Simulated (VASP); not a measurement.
# Cu3O2 (R-3m) in VASP: single point with r2SCAN

Aim: the single point of Cu3O2 with r2SCAN.

Program: VASP 6.6.1. These are calculated values, not measurements. Logs are shortened: lines on timing, memory, paths and dates and some standing lists are left out, and cuts for length are marked.

### Step 1. The cell of the first run

The structure is trigonal, space group R-3m (No. 166). Conventional cell: a = 5.925 Å, b = 5.925 Å, c = 6.593 Å, α = 90.00°, β = 90.00°, γ = 120.00°. Within 2.4 Å of Cu (site symmetry 2/m) lie 2 O at 1.82 Å. Within 2.4 Å of O (site symmetry 3m) lie 3 Cu at 1.82 Å.

### Step 2. Single point, r2SCAN

Input file POSCAR:

```
Cu3O2
1.0
    2.9625264209      1.7104154266      2.1977142604
   -2.9625264209      1.7104154266      2.1977142604
    0.0000000000     -3.4208308531      2.1977142605
Cu O
3 2
Direct
    0.0000000000      0.5000000000      0.5000000000
    0.5000000000      0.0000000000      0.5000000000
    0.5000000000      0.5000000000      0.0000000000
    0.2369259852      0.2369259852      0.2369259852
    0.7630740148      0.7630740148      0.7630740148
```

Input file INCAR.step1:

```
ALGO = Normal ; EDIFF = 1E-4
ENCUT = 520 ; GGA = PE
ISMEAR = 0 ; LASPH = T
LCHARG = F ; LREAL = F
LWAVE = T ; NBANDS = 30
NELM = 60 ; PREC = Accurate
SIGMA = 0.1
```

Input file INCAR.step2:

```
ALGO = Normal ; EDIFF = 1E-6
ENCUT = 520 ; ISIF = 2
ISMEAR = 0 ; ISTART = 1
LASPH = T ; LCHARG = T
LELF = T ; LMIXTAU = T
LREAL = F ; LVHAR = T
LWAVE = F ; METAGGA = R2SCAN
NBANDS = 30 ; NELM = 60
PREC = Accurate ; SIGMA = 0.1
```

Input file KPOINTS:

```
k-points
0
Gamma
  12 12 12
```

Potentials or basis: VASP PAW PBE potentials, release 64 (Cu, O).

On the command line:

```
> cat potpaw_PBE.64/Cu/POTCAR potpaw_PBE.64/O/POTCAR > POTCAR
> cp INCAR.step1 INCAR
> mpirun -np 1 vasp_std > vasp.out
> cp INCAR.step2 INCAR
> mpirun -np 1 vasp_std > vasp.out
```

OUTCAR:

```text
EDIFF = 1E-6
   ENCUT = 520
   ISIF = 2
   ISMEAR = 0
   ISTART = 1
   LASPH = T
   LREAL = F
   METAGGA = R2SCAN
   NELM = 60
   PREC = Accurate

 ion  position               nearest neighbor table
   1  0.000  0.500  0.500-   4 1.82   5 1.82   2 2.78   2 2.78   3 2.78   3 2.78
   2  0.500  0.000  0.500-   4 1.82   5 1.82   1 2.78   1 2.78   3 2.78   3 2.78
   3  0.500  0.500  0.000-   4 1.82   5 1.82   1 2.78   2 2.78   2 2.78   1 2.78
   4  0.237  0.237  0.237-   3 1.82   2 1.82   1 1.82
   5  0.763  0.763  0.763-   3 1.82   2 1.82   1 1.82

  LATTYP: Found a trigonal (rhomboedric) cell.
 ALAT       =     4.0659601199
 COS(alpha) =    -0.0617645739

  Lattice vectors:

 A1 = (   2.9625264209,   1.7104154266,   2.1977142604)
 A2 = (  -2.9625264209,   1.7104154266,   2.1977142604)
 A3 = (   0.0000000000,  -3.4208308531,   2.1977142605)

Analysis of symmetry for initial positions (statically):
=====================================================================
 Subroutine PRICEL returns:
 Original cell was already a primitive cell.

 Routine SETGRP: Setting up the symmetry group for a
 trigonal (rhombohedral) supercell.

 Subroutine GETGRP returns: Found 12 space group operations
 (whereof 12 operations were pure point group operations)
 out of a pool of 12 trial point group operations.

The static configuration has the point symmetry D_3d.

Analysis of symmetry for dynamics (positions and initial velocities):
=====================================================================
 Subroutine PRICEL returns:
 Original cell was already a primitive cell.

 Routine SETGRP: Setting up the symmetry group for a
 trigonal (rhombohedral) supercell.

 Subroutine GETGRP returns: Found 12 space group operations
 (whereof 12 operations were pure point group operations)
 out of a pool of 12 trial point group operations.

The dynamic configuration has the point symmetry D_3d.

 Subroutine INISYM returns: Found 12 space group operations
 (whereof 12 operations are pure point group operations),
 and found     1 'primitive' translations

----------------------------------------------------------------------------------------

                                     Primitive cell

  volume of cell :      66.8169

  direct lattice vectors                    reciprocal lattice vectors
     2.962526421  1.710415427  2.197714260     0.168774866  0.097442214  0.151672735
    -2.962526421  1.710415427  2.197714260    -0.168774866  0.097442214  0.151672735
     0.000000000 -3.420830853  2.197714261     0.000000000 -0.194884429  0.151672735

  length of vectors
     4.065960120  4.065960120  4.065960120     0.246950520  0.246950520  0.246950520

  position of ions in fractional coordinates (direct lattice)
     0.000000000  0.500000000  0.500000000
     0.500000000  0.000000000  0.500000000
     0.500000000  0.500000000  0.000000000
     0.236925985  0.236925985  0.236925985
     0.763074015  0.763074015  0.763074015

  ion indices of the primitive-cell ions
   primitive index   ion index
                 1           1
                 2           2
                 3           3
                 4           4
                 5           5

----------------------------------------------------------------------------------------

 KPOINTS: k-points

Automatic generation of k-mesh.
 Grid dimensions read from file:
 generate k-points for:   12   12   12

 Generating k-lattice:

  Cartesian coordinates                     Fractional coordinates (reciprocal lattice)
     0.014064572  0.008120185  0.012639395     0.083333333  0.000000000  0.000000000
    -0.014064572  0.008120185  0.012639395     0.000000000  0.083333333  0.000000000
     0.000000000 -0.016240369  0.012639395     0.000000000  0.000000000  0.083333333

  Length of vectors
     0.020579210  0.020579210  0.020579210

  Shift w.r.t. Gamma in fractional coordinates (k-lattice)
     0.000000000  0.000000000  0.000000000

 Subroutine IBZKPT returns following result:
 ===========================================

 Found    189 irreducible k-points:

 Following reciprocal coordinates:
            Coordinates               Weight
  0.000000  0.000000  0.000000      1.000000
  0.083333  0.000000 -0.000000      6.000000
  0.166667  0.000000 -0.000000      6.000000
  0.250000  0.000000 -0.000000      6.000000
  0.333333  0.000000  0.000000      6.000000
  0.416667  0.000000  0.000000      6.000000
[... 16 lines left out ...]
  0.500000  0.166667  0.000000     12.000000
 -0.416667  0.166667  0.000000     12.000000
 [... further k-points ...]
   k-points           NKPTS =    189   k-points in BZ     NKDIM =    189   number of bands    NBANDS=     30
   number of dos      NEDOS =    301   number of ions     NIONS =      5
   total plane-waves  NPLWV =  27000
   dimension x,y,z NGX =    30 NGY =   30 NGZ =   30
   dimension x,y,z NGXF=    60 NGYF=   60 NGZF=   60
   ions per type =               3   2
   NGX,Y,Z   is equivalent  to a cutoff of  12.27, 12.27, 12.27 a.u.
   NGXF,Y,Z  is equivalent  to a cutoff of  24.53, 24.53, 24.53 a.u.
 SYSTEM =  unknown system
   PREC   = accura    normal or accurate (medium, high low for compatibility)
   ISTART =      1    job   : 0-new  1-cont  2-samecut
   ICHARG =      0    charge: 1-file 2-atom 10-const
   ISPIN  =      1    spin polarized calculation?
   LNONCOLLINEAR =      F non collinear calculations
   LSORBIT =      F    spin-orbit coupling
   LASPH  =      T    aspherical Exc in radial PAW
   ENCUT  =  520.0 eV  38.22 Ry    6.18 a.u.   7.56  7.56  7.56*2*pi/ulx,y,z
   NELM   =     60;   NELMIN=  2; NELMDL=  0     # of ELM steps
   EDIFF  = 0.1E-05   stopping-criterion for ELM
   LREAL  =      F    real-space projection
   EDIFFG = 0.1E-04   stopping-criterion for IOM
   NSW    =      0    number of steps for IOM
   IBRION =     -1    ionic relax: 0-MD 1-quasi-New 2-CG
   NFREE  =      0    steps in history (QN), initial steepest desc. (CG)
   ISIF   =      2    stress and relaxation
   ISYM   =      2    0-nonsym 1-usesym 2-fastsym
   POTIM  = 0.5000    time-step for ionic-motion
   TEBEG  =    0.0;   TEEND  =   0.0 temperature during run
   PSTRESS=    0.0 pullay stress
   NELECT =      45.0000    total number of electrons
   NUPDOWN=      -1.0000    fix difference up-down
   EMIN   =  10.00;   EMAX   =-10.00  energy-range for DOS
   EFERMI =   0.00;   METHOD = LEGACY
   ISMEAR =     0;   SIGMA  =   0.10  broadening in eV -4-tet -1-fermi 0-gaus
   EFERMI_NEDOS =   21; number of points for ismear=-14 and -15
   IALGO  =     38    algorithm
   IMIX   =      4    mixing-type and parameters
     AMIX     =   0.40;   BMIX     =  1.00
     AMIX_MAG =   1.60;   BMIX_MAG =  1.00
  volume/ion in A,a.u.               =      13.36        90.18
  Fermi-wavevector in a.u.,A,eV,Ry     =   1.434994  2.711746 28.017242  2.059209
  Thomas-Fermi vector in A             =   2.554342
   LORBIT       =      0    0 simple, 1 ext, 2 COOP (PROOUT), +10 PAW based schemes
   METAGGA = R2SCAN    functional components
   LHFCALC =     F    Hartree Fock is set to
   AEXX    =    0.0000 exact exchange contribution
   IVDW    =     0    specifies the selected vdW correction
   LEPSILON=     F    determine dielectric tensor
   LRPA    =     F    only Hartree local field effects (RPA)
 non-spin polarized calculation
 Gauss-broadening in eV      SIGMA  =   0.10
  energy-cutoff  :      520.00
  volume of cell :       66.82
 maximum number of plane-waves:      1821
   NGX = 15   NGY = 15   NGZ = 15

 number of electron      44.9999994 magnetization

 Free energy of the ion-electron system (eV)
  ---------------------------------------------------
  ext. energy  EPLUGINS =         0.00000000
  ---------------------------------------------------
  free energy    TOTEN  =       -46.76881193 eV

  energy without entropy =      -46.73957208  energy(sigma->0) =      -46.75419200

 E-fermi :   3.0773     XC(G=0): -11.1614

 val. band max:        3.0760766511   @ k =   0.5000   0.5000   0.2500
 cond. band min:       3.0779141283   @ k =   0.5000   0.4167   0.1667
 fundamental gap:      0.0018374772
 Fermi energy:         3.0773049581

 k-point     1 :       0.0000    0.0000    0.0000
  band No.  band energies     occupation
      1     -16.8496      2.00000
      2     -16.0250      2.00000
      3      -3.3787      2.00000
      4      -3.3787      2.00000
      5      -2.4541      2.00000
      6      -1.0930      2.00000
[... 22 lines left out ...]
     29      13.8438      0.00000
     30      15.1761      0.00000

 k-point     2 :       0.0833    0.0000   -0.0000
  band No.  band energies     occupation
      1     -16.8355      2.00000
      2     -16.0379      2.00000
      3      -3.3556      2.00000
      4      -3.3547      2.00000
      5      -2.4289      2.00000
      6      -1.1051      2.00000
[... 22 lines left out ...]
     29      13.6096      0.00000
     30      15.0523      0.00000

 k-point     3 :       0.1667    0.0000   -0.0000
  band No.  band energies     occupation
      1     -16.7946      2.00000
      2     -16.0755      2.00000
      3      -3.2886      2.00000
      4      -3.2827      2.00000
      5      -2.3555      2.00000
      6      -1.2108      2.00000
[... 22 lines left out ...]
     29      13.4058      0.00000
     30      14.8520      0.00000

 k-point     4 :       0.2500    0.0000   -0.0000
  band No.  band energies     occupation
      1     -16.7301      2.00000
      2     -16.1352      2.00000
      3      -3.1862      2.00000
      4      -3.1632      2.00000
      5      -2.2419      2.00000
      6      -1.4917      2.00000
[... 22 lines left out ...]
     29      13.2568      0.00000
     30      14.6916      0.00000

 k-point     5 :       0.3333    0.0000    0.0000
  band No.  band energies     occupation
      1     -16.6483      2.00000
      2     -16.2125      2.00000
      3      -3.0651      2.00000
      4      -2.9970      2.00000
      5      -2.1185      2.00000
      6      -1.8082      2.00000
[... 22 lines left out ...]
     29      13.4487      0.00000
     30      14.0783      0.00000
[... 526 lines left out ...]
     29      13.0666      0.00000
     30      14.0308      0.00000

 k-point    22 :       0.4167    0.1667    0.0000
  band No.  band energies     occupation
      1     -16.5586      2.00000
      2     -16.2830      2.00000
      3      -3.2651      2.00000
      4      -2.8635      2.00000
      5      -2.0784      2.00000
      6      -1.6618      2.00000
[... 22 lines left out ...]
     29      13.3651      0.00000
     30      13.8311      0.00000

 k-point    23 :       0.5000    0.1667    0.0000
  band No.  band energies     occupation
      1     -16.4932      2.00000
      2     -16.3482      2.00000
      3      -3.1247      2.00000
      4      -2.7757      2.00000
      5      -2.1934      2.00000
      6      -1.7585      2.00000
[... 22 lines left out ...]
     29      13.5532      0.00000
     30      13.7739      0.00000

 k-point    24 :      -0.4167    0.1667    0.0000
  band No.  band energies     occupation
      1     -16.5134      2.00000
      2     -16.3315      2.00000
      3      -3.0327      2.00000
      4      -2.6814      2.00000
      5      -2.3209      2.00000
      6      -1.9215      2.00000
[... 22 lines left out ...]
     29      13.3510      0.00000
     30      14.1461      0.00000

 [... further k-points ...]

------------------------ aborting loop because EDIFF is reached ----------------------------------------

  FORCE on cell =-STRESS in cart. coord.  units (eV):
  Direction    XX          YY          ZZ          XY          YZ          ZX
  --------------------------------------------------------------------------------------
  -------------------------------------------------------------------------------------
  Total       -1.7145364     -1.7145364     -1.3778909      0.0000000      0.0000000      0.0000000
  in kB      -41.1122245    -41.1122245    -33.0399284      0.0000000      0.0000000      0.0000000
  external PRESSURE =     -38.4214591 kB  Pullay stress =       0.0000000 kB

 VOLUME and BASIS-vectors are now :
 -----------------------------------------------------------------------------
  energy-cutoff  :      520.00
  volume of cell :       66.82
      direct lattice vectors                 reciprocal lattice vectors
     2.962526421  1.710415427  2.197714260     0.168774866  0.097442214  0.151672735
    -2.962526421  1.710415427  2.197714260    -0.168774866  0.097442214  0.151672735
     0.000000000 -3.420830853  2.197714261     0.000000000 -0.194884429  0.151672735

 POSITION                                       TOTAL-FORCE (eV/Angst)
 -----------------------------------------------------------------------------------
     -1.48126     -0.85521      2.19771        -0.000000     -0.000000      0.000000
      1.48126     -0.85521      2.19771        -0.000000     -0.000000      0.000000
      0.00000      1.71042      2.19771         0.000000     -0.000000      0.000000
      0.00000      0.00000      1.56209        -0.000000      0.000000      0.178049
      0.00000      0.00000      5.03106        -0.000000     -0.000000     -0.178049
 -----------------------------------------------------------------------------------
    total drift:                               -0.000000      0.000000      0.000000

  FREE ENERGIE OF THE ION-ELECTRON SYSTEM (eV)
  ---------------------------------------------------
  free  energy   TOTEN  =       -46.7688119270 eV

  energy  without entropy=      -46.7395720769  energy(sigma->0) =      -46.75419200
```

Wall time 32 min (1 thread of Intel Xeon 8259CL, shared host); peak memory 0.4 GiB.

Results:

```
Free energy            : -46.7688 eV
Pressure               : -3.8 GPa
Largest force          : 0.178 eV/Å
Band gap on the k mesh : zero (an odd number of electrons rules out a gap without spin polarisation)
```

Forces in eV/Å, atoms in the order of the input:
```
Cu   0.000  0.000  0.000
Cu   0.000  0.000  0.000
Cu   0.000  0.000  0.000
O    0.000  0.000  0.178
O    0.000  0.000 -0.178
```

Caveat: the cell stands under tension; the PAW data sets were made with another functional, which shifts forces and pressure a little.
